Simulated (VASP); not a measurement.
# La2SiF2 in VASP: notebook

La2SiF2 is run at these levels: PBE; tasks: single point, relaxation of cell and atoms.

All numbers are computed with VASP 6.6.1; they aren't measurements. Logs are shortened: lines on timing, memory, paths and dates and some standing lists are left out, and cuts for length are marked.

## 1. The cell of the first run

The typed cell holds 5 atoms: a = 6.061 Å, b = 6.061 Å, c = 4.608 Å, α = 90.00°, β = 90.00°, γ = 90.00°.

## 2. Single point, PBE

Input file INCAR:

```
  ALGO = Normal
  EDIFF = 1E-6
  ENCUT = 520
  GGA = PE
  ISIF = 2
  ISMEAR = 0
  LASPH = T
  LCHARG = F
  LREAL = F
  LWAVE = F
  NBANDS = 28
  NELM = 80
  PREC = Accurate
  SIGMA = 0.1
```

Input file KPOINTS:

```
k-points
0
Gamma
  4 4 4
```

Input file POSCAR:

```
La2SiF2
1.0
    6.0609544552      0.0000000000      0.0000000000
    0.0000000000      6.0609544552      0.0000000000
    0.0000000000      0.0000000000      4.6084129648
La Si F
2 1 2
Direct
    0.5000000000      0.0000000000      0.5026628481
    0.0000000000      0.5000000000      0.5026628481
    0.0000000000      0.0000000000      0.5027958933
    0.5000000000      0.0000000000      0.0027444002
    0.0000000000      0.5000000000      0.0027444002
```

Potentials or basis: VASP PAW PBE potentials, release 64 (La, Si, F).

Command:

```
> cat potpaw_PBE.64/La/POTCAR potpaw_PBE.64/Si/POTCAR potpaw_PBE.64/F/POTCAR > POTCAR
> mpirun -np 1 vasp_std > vasp.out
```

OUTCAR:

```text
EDIFF = 1E-6
   ENCUT = 520
   GGA = PE
   ISIF = 2
   ISMEAR = 0
   LASPH = T
   LREAL = F
   NELM = 80
   PREC = Accurate

 ion  position               nearest neighbor table
   1  0.500  0.000  0.503-   4 2.30   4 2.30   3 3.03   3 3.03
   2  0.000  0.500  0.503-   5 2.30   5 2.30   3 3.03   3 3.03
   3  0.000  0.000  0.503-   1 3.03   2 3.03   2 3.03   1 3.03
   4  0.500  0.000  0.003-   1 2.30   1 2.30
   5  0.000  0.500  0.003-   2 2.30   2 2.30

  LATTYP: Found a simple tetragonal cell.
 ALAT       =     6.0609544552
 C/A-ratio  =     0.7603444307

  Lattice vectors:

 A1 = (   6.0609544552,   0.0000000000,   0.0000000000)
 A2 = (   0.0000000000,   6.0609544552,   0.0000000000)
 A3 = (   0.0000000000,   0.0000000000,   4.6084129648)

Analysis of symmetry for initial positions (statically):
=====================================================================
 Subroutine PRICEL returns:
 Original cell was already a primitive cell.

 Routine SETGRP: Setting up the symmetry group for a
 simple tetragonal supercell.

 Subroutine GETGRP returns: Found  8 space group operations
 (whereof  8 operations were pure point group operations)
 out of a pool of 16 trial point group operations.

The static configuration has the point symmetry C_4v.

Analysis of symmetry for dynamics (positions and initial velocities):
=====================================================================
 Subroutine PRICEL returns:
 Original cell was already a primitive cell.

 Routine SETGRP: Setting up the symmetry group for a
 simple tetragonal supercell.

 Subroutine GETGRP returns: Found  8 space group operations
 (whereof  8 operations were pure point group operations)
 out of a pool of 16 trial point group operations.

The dynamic configuration has the point symmetry C_4v.

 Subroutine INISYM returns: Found  8 space group operations
 (whereof  8 operations are pure point group operations),
 and found     1 'primitive' translations

----------------------------------------------------------------------------------------

                                     Primitive cell

  volume of cell :     169.2908

  direct lattice vectors                    reciprocal lattice vectors
     6.060954455  0.000000000  0.000000000     0.164990516  0.000000000  0.000000000
     0.000000000  6.060954455  0.000000000     0.000000000  0.164990516  0.000000000
     0.000000000  0.000000000  4.608412965     0.000000000  0.000000000  0.216994442

  length of vectors
     6.060954455  6.060954455  4.608412965     0.164990516  0.164990516  0.216994442

  position of ions in fractional coordinates (direct lattice)
     0.500000000  0.000000000  0.502662848
     0.000000000  0.500000000  0.502662848
     0.000000000  0.000000000  0.502795893
     0.500000000  0.000000000  0.002744400
     0.000000000  0.500000000  0.002744400

  ion indices of the primitive-cell ions
   primitive index   ion index
                 1           1
                 2           2
                 3           3
                 4           4
                 5           5

----------------------------------------------------------------------------------------

 KPOINTS: k-points

Automatic generation of k-mesh.
 Grid dimensions read from file:
 generate k-points for:    4    4    4

 Generating k-lattice:

  Cartesian coordinates                     Fractional coordinates (reciprocal lattice)
     0.041247629  0.000000000  0.000000000     0.250000000  0.000000000  0.000000000
     0.000000000  0.041247629  0.000000000     0.000000000  0.250000000  0.000000000
     0.000000000  0.000000000  0.054248611     0.000000000  0.000000000  0.250000000

  Length of vectors
     0.041247629  0.041247629  0.054248611

  Shift w.r.t. Gamma in fractional coordinates (k-lattice)
     0.000000000  0.000000000  0.000000000

 Subroutine IBZKPT returns following result:
 ===========================================

 Found     18 irreducible k-points:

 Following reciprocal coordinates:
            Coordinates               Weight
  0.000000  0.000000  0.000000      1.000000
  0.250000  0.000000  0.000000      4.000000
  0.500000  0.000000  0.000000      2.000000
  0.250000  0.250000  0.000000      4.000000
  0.500000  0.250000  0.000000      4.000000
  0.500000  0.500000  0.000000      1.000000
[... 10 lines left out ...]
  0.500000  0.250000  0.500000      4.000000
  0.500000  0.500000  0.500000      1.000000
   k-points           NKPTS =     18   k-points in BZ     NKDIM =     18   number of bands    NBANDS=     28
   number of dos      NEDOS =    301   number of ions     NIONS =      5
   total plane-waves  NPLWV =  82944
   dimension x,y,z NGX =    48 NGY =   48 NGZ =   36
   dimension x,y,z NGXF=    96 NGYF=   96 NGZF=   72
   ions per type =               2   1   2
   NGX,Y,Z   is equivalent  to a cutoff of  13.17, 13.17, 12.99 a.u.
   NGXF,Y,Z  is equivalent  to a cutoff of  26.33, 26.33, 25.97 a.u.
 SYSTEM =  unknown system
   PREC   = accura    normal or accurate (medium, high low for compatibility)
   ISTART =      0    job   : 0-new  1-cont  2-samecut
   ICHARG =      2    charge: 1-file 2-atom 10-const
   ISPIN  =      1    spin polarized calculation?
   LNONCOLLINEAR =      F non collinear calculations
   LSORBIT =      F    spin-orbit coupling
   LASPH  =      T    aspherical Exc in radial PAW
   ENCUT  =  520.0 eV  38.22 Ry    6.18 a.u.  11.27 11.27  8.57*2*pi/ulx,y,z
   NELM   =     80;   NELMIN=  2; NELMDL= -5     # of ELM steps
   EDIFF  = 0.1E-05   stopping-criterion for ELM
   LREAL  =      F    real-space projection
   EDIFFG = 0.1E-04   stopping-criterion for IOM
   NSW    =      0    number of steps for IOM
   IBRION =     -1    ionic relax: 0-MD 1-quasi-New 2-CG
   NFREE  =      0    steps in history (QN), initial steepest desc. (CG)
   ISIF   =      2    stress and relaxation
   ISYM   =      2    0-nonsym 1-usesym 2-fastsym
   POTIM  = 0.5000    time-step for ionic-motion
   TEBEG  =    0.0;   TEEND  =   0.0 temperature during run
   PSTRESS=    0.0 pullay stress
   NELECT =      40.0000    total number of electrons
   NUPDOWN=      -1.0000    fix difference up-down
   EMIN   =  10.00;   EMAX   =-10.00  energy-range for DOS
   EFERMI =   0.00;   METHOD = LEGACY
   ISMEAR =     0;   SIGMA  =   0.10  broadening in eV -4-tet -1-fermi 0-gaus
   EFERMI_NEDOS =   21; number of points for ismear=-14 and -15
   IALGO  =     38    algorithm
   IMIX   =      4    mixing-type and parameters
     AMIX     =   0.40;   BMIX     =  1.00
     AMIX_MAG =   1.60;   BMIX_MAG =  1.00
  volume/ion in A,a.u.               =      33.86       228.49
  Fermi-wavevector in a.u.,A,eV,Ry     =   1.012085  1.912563 13.936668  1.024316
  Thomas-Fermi vector in A             =   2.145173
   LORBIT       =      0    0 simple, 1 ext, 2 COOP (PROOUT), +10 PAW based schemes
   GGA     = PE    functional components
   LHFCALC =     F    Hartree Fock is set to
   AEXX    =    0.0000 exact exchange contribution
   IVDW    =     0    specifies the selected vdW correction
   LEPSILON=     F    determine dielectric tensor
   LRPA    =     F    only Hartree local field effects (RPA)
 non-spin polarized calculation
 Gauss-broadening in eV      SIGMA  =   0.10
  energy-cutoff  :      520.00
  volume of cell :      169.29
 maximum number of plane-waves:      4602
 NGX is ok and might be reduce to    48
   NGX = 23   NGY = 23   NGZ = 17

 number of electron      40.0000019 magnetization

 Free energy of the ion-electron system (eV)
  ---------------------------------------------------
  ext. energy  EPLUGINS =         0.00000000
  ---------------------------------------------------
  free energy    TOTEN  =       -27.95020094 eV

  energy without entropy =      -27.92677089  energy(sigma->0) =      -27.93848591

 E-fermi :   3.3095     XC(G=0):  -7.5878

 val. band max:        3.2945720199   @ k =   0.5000   0.5000   0.0000
 cond. band min:       3.3216594648   @ k =   0.2500   0.0000   0.2500
 fundamental gap:      0.0270874448
 Fermi energy:         3.3095016458

 k-point     1 :       0.0000    0.0000    0.0000
  band No.  band energies     occupation
      1     -29.8420      2.00000
      2     -29.8164      2.00000
      3     -21.1997      2.00000
      4     -21.1934      2.00000
      5     -13.9550      2.00000
      6     -13.9191      2.00000
[... 20 lines left out ...]
     27       5.1279      0.00000
     28       5.1482      0.00000

 k-point     2 :       0.2500    0.0000    0.0000
  band No.  band energies     occupation
      1     -29.8382      2.00000
      2     -29.8201      2.00000
      3     -21.1988      2.00000
      4     -21.1944      2.00000
      5     -13.9496      2.00000
      6     -13.9242      2.00000
[... 20 lines left out ...]
     27       5.0928      0.00000
     28       5.1167      0.00000

 k-point     3 :       0.5000    0.0000    0.0000
  band No.  band energies     occupation
      1     -29.8292      2.00000
      2     -29.8290      2.00000
      3     -21.1966      2.00000
      4     -21.1966      2.00000
      5     -13.9369      2.00000
      6     -13.9367      2.00000
[... 20 lines left out ...]
     27       5.0538      0.00000
     28       5.1152      0.00000

 k-point     4 :       0.2500    0.2500    0.0000
  band No.  band energies     occupation
      1     -29.8355      2.00000
      2     -29.8227      2.00000
      3     -21.1981      2.00000
      4     -21.1951      2.00000
      5     -13.9457      2.00000
      6     -13.9278      2.00000
[... 20 lines left out ...]
     27       5.0830      0.00000
     28       5.0943      0.00000

 k-point     5 :       0.5000    0.2500    0.0000
  band No.  band energies     occupation
      1     -29.8290      2.00000
      2     -29.8290      2.00000
      3     -21.1966      2.00000
      4     -21.1966      2.00000
      5     -13.9367      2.00000
      6     -13.9366      2.00000
[... 20 lines left out ...]
     27       5.0470      0.00000
     28       5.0741      0.00000

 k-point     6 :       0.5000    0.5000    0.0000
  band No.  band energies     occupation
      1     -29.8289      2.00000
      2     -29.8289      2.00000
      3     -21.1965      2.00000
      4     -21.1965      2.00000
      5     -13.9365      2.00000
      6     -13.9365      2.00000
[... 277 lines left out ...]
      5     -13.5931      2.00000
      6     -13.5889      2.00000
[... 20 lines left out ...]
     27       5.0134      0.00000
     28       5.0440      0.00000

 k-point    16 :       0.2500    0.2500    0.5000
  band No.  band energies     occupation
      1     -29.7849      2.00000
      2     -29.7722      2.00000
      3     -21.6591      2.00000
      4     -21.6549      2.00000
      5     -13.6616      2.00000
      6     -13.5456      2.00000
[... 20 lines left out ...]
     27       4.9961      0.00000
     28       5.0548      0.00000

 k-point    17 :       0.5000    0.2500    0.5000
  band No.  band energies     occupation
      1     -29.7785      2.00000
      2     -29.7784      2.00000
      3     -21.6569      2.00000
      4     -21.6569      2.00000
      5     -13.6712      2.00000
      6     -13.5341      2.00000
[... 20 lines left out ...]
     27       4.9878      0.00000
     28       5.0173      0.00000

 k-point    18 :       0.5000    0.5000    0.5000
  band No.  band energies     occupation
      1     -29.7784      2.00000
      2     -29.7784      2.00000
      3     -21.6569      2.00000
      4     -21.6569      2.00000
      5     -13.7044      2.00000
      6     -13.5854      2.00000
[... 20 lines left out ...]
     27       4.9510      0.00000
     28       5.0509      0.00000

------------------------ aborting loop because EDIFF is reached ----------------------------------------

  FORCE on cell =-STRESS in cart. coord.  units (eV):
  Direction    XX          YY          ZZ          XY          YZ          ZX
  --------------------------------------------------------------------------------------
  -------------------------------------------------------------------------------------
  Total       -0.0535263     -0.0535263     -0.2291403      0.0000000      0.0000000      0.0000000
  in kB       -0.5065755     -0.5065755     -2.1685957      0.0000000      0.0000000      0.0000000
  external PRESSURE =      -1.0605822 kB  Pullay stress =       0.0000000 kB

 VOLUME and BASIS-vectors are now :
 -----------------------------------------------------------------------------
  energy-cutoff  :      520.00
  volume of cell :      169.29
      direct lattice vectors                 reciprocal lattice vectors
     6.060954455  0.000000000  0.000000000     0.164990516  0.000000000  0.000000000
     0.000000000  6.060954455  0.000000000     0.000000000  0.164990516  0.000000000
     0.000000000  0.000000000  4.608412965     0.000000000  0.000000000  0.216994442

 POSITION                                       TOTAL-FORCE (eV/Angst)
 -----------------------------------------------------------------------------------
      3.03048      0.00000      2.31648         0.000000     -0.000000      0.003467
      0.00000      3.03048      2.31648         0.000000      0.000000      0.003467
      0.00000      0.00000      2.31709         0.000000      0.000000     -0.000673
      3.03048      0.00000      0.01265         0.000000     -0.000000     -0.003130
      0.00000      3.03048      0.01265         0.000000      0.000000     -0.003130
 -----------------------------------------------------------------------------------
    total drift:                                0.000000      0.000000      0.002817

  FREE ENERGIE OF THE ION-ELECTRON SYSTEM (eV)
  ---------------------------------------------------
  free  energy   TOTEN  =       -27.9502009354 eV

  energy  without entropy=      -27.9267708870  energy(sigma->0) =      -27.93848591
```

It used 91 s of CPU time on 1 thread of Intel Xeon 6975P-C, with other jobs on the host.

Results:

* Free energy: -27.9502 eV
* Pressure: -0.1 GPa
* Largest force: 0.003 eV/Å
* Band gap on the k mesh: zero (band 20 reaches 3.48 eV, above the bottom of band 21 at 3.20 eV)

Forces on the atoms (eV/Å):
```
La   0.000  0.000  0.003
La   0.000  0.000  0.003
Si   0.000  0.000 -0.001
F    0.000  0.000 -0.003
F    0.000  0.000 -0.003
```

Caveat: spin-orbit coupling is left out, which moves the levels of the heavy elements.

## 3. Single point, PBE

This run uses another cell than the first one, of 34.21 Å³/atom, 1.011 times its volume.

Input file INCAR:

```
  PREC = Accurate
  ENCUT = 520
  EDIFF = 1E-6
  ISMEAR = 0
  SIGMA = 0.1
  LREAL = False
  LASPH = True
  NELM = 60
  ALGO = Normal
  ISIF = 2
  LWAVE = False
  LCHARG = False
  GGA = PE
  NBANDS = 28
```

Input file KPOINTS:

```
regular mesh
0
Gamma
  6 6 8
```

Input file POSCAR:

```
La2SiF2
1.0
    6.0987286680      0.0000000000      0.0000000000
    0.0000000000      6.0987286680      0.0000000000
    0.0000000000      0.0000000000      4.5993760708
La Si F
2 1 2
Direct
    0.5000000000      0.0000000000      0.5000000000
    0.0000000000      0.5000000000      0.5000000000
    0.0000000000      0.0000000000      0.5000000000
    0.5000000000      0.0000000000      0.0000000000
    0.0000000000      0.5000000000      0.0000000000
```

Potentials or basis: VASP PAW PBE potentials, release 64 (La, Si, F).

Command:

```
> cat potpaw_PBE.64/La/POTCAR potpaw_PBE.64/Si/POTCAR potpaw_PBE.64/F/POTCAR > POTCAR
> mpirun -np 1 vasp_std > vasp.out
```

Run time: 6.2 min. Hardware: 1 thread of Intel Xeon 6975P-C, shared host; peak memory 0.44 GiB.

Results (log left out):

- Free energy: -27.9468 eV
- Pressure: -0.1 GPa
- Band gap on the k mesh: zero (band 20 reaches 3.44 eV, above the bottom of band 21 at 3.18 eV)

Stress tensor (GPa, compression positive):
```
-0.12  0.00  0.00
 0.00 -0.12  0.00
 0.00  0.00 -0.20
```

Levels at points of the mesh, in eV from the Fermi level:
```
           k point  band 17  band 18  band 19  band 20  band 21  band 22  band 23  band 24
(0.00, 0.00, 0.00)    -5.32    -1.11    -0.07     0.14     0.14     0.86     1.63     1.63
(0.50, 0.00, 0.00)    -5.32    -1.76    -0.42    -0.12     0.41     0.78     1.16     1.52
(0.50, 0.50, 0.00)    -5.32    -2.05    -2.05     0.02     0.90     1.02     1.02     1.48
(0.00, 0.00, 0.50)    -6.02    -0.61    -0.51     0.13     0.31     0.31     1.44     1.61
(0.50, 0.00, 0.50)    -6.04    -1.50    -0.56    -0.22     0.42     0.98     1.39     1.40
(0.50, 0.50, 0.50)    -5.49    -1.81    -1.81    -0.55     1.26     1.26     1.41     1.50
```

Caveat: spin-orbit coupling is left out, which moves the levels of the heavy elements.

## 4. Relaxation of cell and atoms, PBE

Input file INCAR:

```
PREC = Accurate ; ENCUT = 600
EDIFF = 1E-6 ; ISMEAR = 0
SIGMA = 0.1 ; LREAL = False
LASPH = True ; NELM = 80
ALGO = Normal ; ISIF = 3
LWAVE = False ; LCHARG = False
GGA = PE ; IBRION = 2
NSW = 100 ; EDIFFG = -0.01
```

Input file KPOINTS:

```
Automatic mesh
0
Gamma
  6 6 8
```

POSCAR, as its differences from that of step 3:

```diff
@@ -2,5 +2,5 @@
 1.0
-    6.0987286680      0.0000000000      0.0000000000
-    0.0000000000      6.0987286680      0.0000000000
-    0.0000000000      0.0000000000      4.5993760708
+    6.0609544552      0.0000000000      0.0000000000
+    0.0000000000      6.0609544552      0.0000000000
+    0.0000000000      0.0000000000      4.6084129648
 La Si F
```

Command:

```
> cat potpaw_PBE.64/La/POTCAR potpaw_PBE.64/Si/POTCAR potpaw_PBE.64/F/POTCAR > POTCAR
> mpirun -np 1 vasp_std > vasp.out
```

It took 10 min on 1 thread of Intel Xeon 6975P-C, shared host; peak memory 0.51 GiB.

It converged, with:

* Free energy: -27.9513 eV
* Relaxed volume: 34.06 Å³/atom
* Relaxed cell: a = 6.088 Å, b = 6.088 Å, c = 4.595 Å, α = 90.00°, β = 90.00°, γ = 90.00°
* Space group after relaxing (to 0.05 Å): P4/mmm (No. 123)
* Energy gained by relaxing: 0.4 meV/atom
* Ionic steps: 4
* Pressure after relaxing: 0.0 GPa
* Band gap on the k mesh: zero (band 20 reaches 3.48 eV, above the bottom of band 21 at 3.21 eV)

The path:
```tsv
step	energy change (eV)	largest force (eV/Å)	pressure (GPa)	volume (Å³)
1	0.0000	0.0000	0.03	169.29
2	-0.0016	0.0000	0.22	169.46
3	-0.0017	0.0000	0.17	169.43
4	-0.0022	0.0000	0.01	170.30
```

Final structure:
```
La Si F
1.0
     6.08821    0.00000    0.00000
     0.00000    6.08821    0.00000
     0.00000    0.00000    4.59456
La Si F
2 1 2
Cartesian
  3.0441 6.0882 2.2973
  0.0000 3.0441 2.2973
  0.0000 6.0882 2.2973
  3.0441 6.0882 0.0000
  0.0000 3.0441 0.0000
```

Levels at points of the mesh, in eV from the Fermi level:
| k point | band 16 | band 17 | band 18 | band 19 | band 20 | band 21 | band 22 | band 23 | band 24 |
| --- | --- | --- | --- | --- | --- | --- | --- | --- | --- |
| (0.00, 0.00, 0.00) | -5.32 | -5.31 | -1.11 | -0.07 | 0.15 | 0.15 | 0.87 | 1.65 | 1.65 |
| (0.50, 0.00, 0.00) | -5.31 | -5.31 | -1.76 | -0.41 | -0.12 | 0.41 | 0.79 | 1.17 | 1.54 |
| (0.50, 0.50, 0.00) | -5.31 | -5.31 | -2.06 | -2.06 | 0.01 | 0.91 | 1.02 | 1.02 | 1.49 |
| (0.00, 0.00, 0.50) | -6.03 | -6.03 | -0.62 | -0.51 | 0.13 | 0.32 | 0.32 | 1.45 | 1.64 |
| (0.50, 0.00, 0.50) | -6.08 | -6.04 | -1.51 | -0.56 | -0.21 | 0.42 | 0.99 | 1.40 | 1.41 |
| (0.50, 0.50, 0.50) | -5.97 | -5.48 | -1.82 | -1.82 | -0.55 | 1.27 | 1.27 | 1.43 | 1.52 |

Caveat: spin-orbit coupling is left out, which moves the levels of the heavy elements.

## 5. The runs side by side

```csv
task,cell,k mesh,cutoff (eV),gap on the mesh (eV),pressure (GPa)
single point,"a = 6.061, b = 6.061, c = 4.608 Å, 5 atoms",4 × 4 × 4,520,none,-0.1
single point,"a = 6.099, b = 6.099, c = 4.599 Å, 5 atoms",6 × 6 × 8,520,none,-0.1
relaxation of cell and atoms,"relaxed from a = 6.061, b = 6.061, c = 4.608 Å, 5 atoms",6 × 6 × 8,600,none,0.0
```

Alike in all rows: level PBE; potentials or basis VASP PAW PBE potentials, release 64 (La, Si, F); no spin polarisation; smearing gaussian 0.1 eV.

Caveats: spin-orbit coupling is left out, which moves the levels of the heavy elements.

Absolute energies hang on the potentials; compare differences alone.
